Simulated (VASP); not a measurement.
## Al16CN15 (a cell with a defect): single point with PBE

Al16CN15 (a cell with a defect):

```
CELL_PARAMETERS angstrom
6.25951 0.00000 0.00000
-3.12976 5.42090 0.00000
0.00000 0.00000 10.03481
ATOMIC_POSITIONS crystal
Al 0.33304 0.16747 0.25037
Al 0.16586 0.33548 0.50165
Al 0.33304 0.16865 0.75275
Al 0.16734 0.33376 0.00160
Al 0.33381 0.66539 0.25017
Al 0.18139 0.84940 0.50372
Al 0.33226 0.66405 0.75201
Al 0.16896 0.83487 0.99827
Al 0.83542 0.16740 0.24996
Al 0.65174 0.31888 0.50292
Al 0.83759 0.16809 0.75200
Al 0.66583 0.33133 0.99863
Al 0.83479 0.66387 0.23485
Al 0.65742 0.84384 0.50515
Al 0.83598 0.66609 0.75120
Al 0.66724 0.83352 0.99895
N 0.32979 0.17100 0.43956
N 0.16838 0.33260 0.19127
N 0.33214 0.16883 0.94100
N 0.16872 0.33270 0.69042
N 0.33105 0.66993 0.44037
N 0.17196 0.83324 0.18965
N 0.33350 0.66787 0.94096
N 0.17160 0.83456 0.69214
N 0.83139 0.16979 0.44023
N 0.66596 0.32762 0.18928
N 0.83325 0.16778 0.94098
N 0.66826 0.33074 0.69186
N 0.66896 0.83285 0.19120
N 0.83307 0.66759 0.94140
N 0.66908 0.83132 0.69163
C 0.83595 0.66515 0.44294
```

| Property | Result |
| --- | --- |
| Program | VASP 6.6.1 |
| Task | single point |
| Functional | PBE |
| Potentials or basis | VASP PAW PBE potentials, release 64 (Al, N, C) |
| Cutoff | 520 eV |
| k mesh | 1 × 1 × 1 |
| Occupations | fermi-dirac, width 0.01 eV |
| Spin | collinear spin |
| Fixed moment | 2 μB |

```yaml
Largest_force: 1.026 eV/Å
Net_moment: 2.00 μB per cell
Site_moments: Al -0.00, +0.00, +0.01, +0.02 (each value once); N +0.07, +0.01, +0.02, +0.12, +0.05, +0.06, +0.04 (each value once); C +0.59 μB
Valence_electrons_inside_the_program's_atomic_spheres: Al 0.77, 0.78, 0.81, 0.80, 0.79, 0.76 (each value once); N 3.89, 3.87, 3.88, 3.85, 3.86 (each value once); C 2.40
```

Forces on the atoms (eV/Å):
```
Al   0.256 -0.092 -0.990
Al  -0.285  0.130 -0.198
Al   0.195 -0.281 -0.338
Al  -0.143  0.115 -0.531
Al   0.187  0.068 -0.809
Al  -0.282 -0.479  0.614
Al   0.138  0.218 -0.313
Al  -0.029  0.037 -0.423
Al  -0.066 -0.176 -0.842
Al   0.371 -0.071  0.029
Al   0.014 -0.251 -0.331
Al  -0.092 -0.037 -0.260
Al  -0.133 -0.422  0.262
Al   0.241 -0.012  0.138
Al   0.076  0.062 -0.612
Al  -0.227  0.126 -0.331
N    0.061  0.069  0.312
N   -0.196  0.098  0.700
N    0.168 -0.063  0.456
N   -0.179  0.118  0.284
N    0.244 -0.145  0.300
N   -0.268  0.138  0.405
N    0.156 -0.163  0.486
N    0.108  0.286  0.556
N    0.211 -0.040  0.385
N   -0.126  0.021  0.121
N    0.202 -0.082  0.367
N   -0.269  0.122  0.265
N   -0.216  0.148  0.212
N    0.230 -0.127  0.466
N   -0.414  0.209  0.460
C    0.066  0.477 -0.844
```

Wall time 2.1 min on 1 thread of Intel(R) Xeon(R) Platinum 8488C (Sapphire Rapids) (shared host), peak memory 0.56 GiB.

Caveat: the k points lie up to 1.16 Å⁻¹ apart, too coarse for converged energies, forces and pressures; the cell carries a net charge on a neutralising background, which shifts energy and pressure; the total moment is fixed, so each spin has its own Fermi level and the state may be an excited one.
